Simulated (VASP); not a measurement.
ZnB6: relaxation of cell and atoms with PBE

The system is ZnB6.

```xyz
7
Lattice="4.1966 0.0000 0.0000 0.0000 4.1966 0.0000 0.0000 0.0000 4.2211" Properties=species:S:1:pos:R:3 pbc="T T T"
Zn    2.0983    2.0983    2.7203
B     2.9615    0.0000    2.3546
B     1.2352    0.0000    2.3546
B     0.0000    2.9615    2.3546
B     0.0000    1.2352    2.3546
B     0.0000    0.0000    3.6513
B     0.0000    0.0000    1.0942
```

| Quantity | Value |
| --- | --- |
| Program | VASP 6.6.1 |
| Task | relaxation of cell and atoms |
| Functional | PBE |
| Potentials or basis | VASP PAW PBE potentials, release 64 (Zn, B) |
| Cutoff | 500 eV |
| k mesh | 10 × 10 × 10 |
| Occupations | gaussian, width 0.1 eV |
| Spin | no spin polarisation |
| Dipole correction | no |
| Further INCAR settings | ALGO = Normal; EDIFF = 1e-07; IBRION = 2; EDIFFG = -0.01; NSW = 100; ISIF = 3 |

* Relaxed volume: 10.61 Å³/atom
* Relaxed cell: a = 4.191 Å, b = 4.191 Å, c = 4.229 Å, α = 90.00°, β = 90.00°, γ = 90.00°
* Space group after relaxing (to 0.1 Å): P4mm (No. 99)
* Energy gained by relaxing: 0.2 meV/atom
* Ionic steps: 20
* Pressure after relaxing: 0.0 GPa
* Largest force after relaxing: 0.009 eV/Å
* Band gap on the k mesh: zero (bands 15 and 16 overlap by 0.25 eV)

Forces on the atoms (eV/Å):
```
Zn   0.000  0.000  0.009
B    0.004  0.000 -0.001
B   -0.004  0.000 -0.001
B    0.000  0.004 -0.001
B    0.000 -0.004 -0.001
B    0.000  0.000 -0.002
B    0.000  0.000 -0.003
```

Step by step:
| step | energy change (eV) | largest force (eV/Å) | pressure (GPa) | volume (Å³) |
| --- | --- | --- | --- | --- |
| 1 | 0.0000 | 0.0916 | -0.03 | 74.34 |
| 2 | 0.0003 | 0.1622 | 0.28 | 74.32 |
| 3 | -0.0006 | 0.0286 | 0.10 | 74.33 |
| 4 | -0.0007 | 0.0293 | -0.02 | 74.39 |
| 5 | -0.0007 | 0.0294 | 0.00 | 74.38 |
| 6 | -0.0008 | 0.0294 | -0.04 | 74.40 |
| 7 | -0.0008 | 0.0369 | -0.06 | 74.40 |
| 8 | -0.0008 | 0.0374 | -0.07 | 74.40 |
| 9 | -0.0009 | 0.0388 | -0.08 | 74.40 |
| 10 | -0.0010 | 0.0416 | -0.09 | 74.40 |
| 11 | -0.0012 | 0.0476 | -0.10 | 74.39 |
| 12 | -0.0015 | 0.0597 | -0.16 | 74.37 |
| 13 | -0.0015 | 0.0749 | 0.05 | 74.25 |
| 14 | -0.0016 | 0.0225 | -0.06 | 74.30 |
| 15 | -0.0016 | 0.0246 | -0.04 | 74.30 |
| 16 | -0.0016 | 0.0103 | 0.07 | 74.24 |
| 17 | -0.0016 | 0.0103 | 0.06 | 74.24 |
| 18 | -0.0017 | 0.0112 | 0.00 | 74.26 |
| 19 | -0.0017 | 0.0101 | 0.02 | 74.25 |
| 20 | -0.0017 | 0.0086 | -0.03 | 74.28 |

Final structure:
```xyz
7
Lattice="4.1911 0.0000 0.0000 0.0000 4.1911 0.0000 0.0000 0.0000 4.2288" Properties=species:S:1:pos:R:3 pbc="T T T"
Zn    2.0956    2.0956    2.7674
B     2.9582    4.1911    2.3508
B     1.2329    4.1911    2.3508
B     0.0000    2.9582    2.3508
B     0.0000    1.2329    2.3508
B     0.0000    4.1911    3.6514
B     0.0000    4.1911    1.0929
```

Levels at points of the mesh, in eV from the Fermi level:
```tsv
k point	band 12	band 13	band 14	band 15	band 16	band 17	band 18	band 19
(0.00, 0.00, 0.00)	-4.48	-0.39	0.07	0.07	1.86	1.86	2.31	3.11
(0.50, 0.00, 0.00)	-4.05	-2.48	-1.79	-0.38	0.21	2.51	4.64	4.79
(0.50, 0.50, 0.00)	-2.09	-2.09	-1.73	-1.73	3.12	3.33	3.33	6.05
(0.00, 0.00, 0.50)	-1.91	-1.91	-1.69	-0.32	1.63	2.02	2.90	2.90
(0.50, 0.00, 0.50)	-3.93	-1.75	-1.61	-1.43	0.40	3.46	3.60	6.16
(0.50, 0.50, 0.50)	-3.74	-1.50	-1.50	-1.13	1.07	5.45	6.46	7.26
```

It took 13 min on 1 thread of Intel(R) Xeon(R) Platinum 8488C (Sapphire Rapids) (shared host), peak memory 0.29 GiB.
